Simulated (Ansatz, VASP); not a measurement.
**Ag in VASP and in Ansatz**

File INCAR:

```
SYSTEM = Ag
  PREC = Accurate
  ENCUT = 520
  EDIFF = 1E-6
  ISMEAR = -1
  SIGMA = 0.08
  LREAL = .FALSE.
  LASPH = .TRUE.
  NELM = 100
  ALGO = Normal
  ISIF = 2
  LWAVE = .FALSE.
  LCHARG = .FALSE.
  GGA = PS
  NBANDS = 18
```

The input KPOINTS:

```
regular mesh
0
G
  13 13 13
  0 0 0
```

Contents of POSCAR:

```
Ag
1.0
    0.0000000000      2.6805703855      2.6805703855
    2.6805703855      0.0000000000      2.6805703855
    2.6805703855      2.6805703855      0.0000000000
Ag
2
Direct
   -0.1250000000     -0.1250000000     -0.1250000000
    0.1250000000      0.1250000000      0.1250000000
```

Input for Ansatz:

```yaml
crystal:
  lattice:
    - [0.0, 2.6805703855, 2.6805703855]
    - [2.6805703855, 0.0, 2.6805703855]
    - [2.6805703855, 2.6805703855, 0.0]
  atoms:
    - { symbol: Ag, position: [-0.125, -0.125, -0.125] }
    - { symbol: Ag, position: [0.125, 0.125, 0.125] }
kpoints:
  mp_grid: { grid: [13, 13, 13] }
scf:
  occupations: { method: fermi_dirac, width: 0.08 }
hamiltonian:
  xc: pbesol
  pseudopotentials: { kind: all_electron, lapw: { basis_error: 0.001 } }
output:
  forces: true
  stress: true
  eigenvalues: true
  populations: true
```

Change from the starting cell: volume scaled by 0.7, LAPW.

Alike in both runs: task single point; functional PBEsol; k mesh 13 × 13 × 13; occupations fermi-dirac, width 0.08 eV; no spin polarisation.

|  | VASP | Ansatz |
| --- | --- | --- |
| version | VASP 6.6.1 | Ansatz 0.2.0 |
| potentials or method | VASP PAW PBE potentials, release 64 (Ag), cutoff 520 eV | all-electron LAPW, scalar-relativistic |

VASP gave:

```
pressure (GPa) : 39.4
```

Problem. Estimate Ansatz's values.

Solution. Pressure (GPa): 40.3.

VASP's potentials were made for PBE, not for PBEsol. Both programs put the cell under a high pressure, so it lies far from rest at this level. Ansatz ran all-electron here, and VASP with PAW potentials.
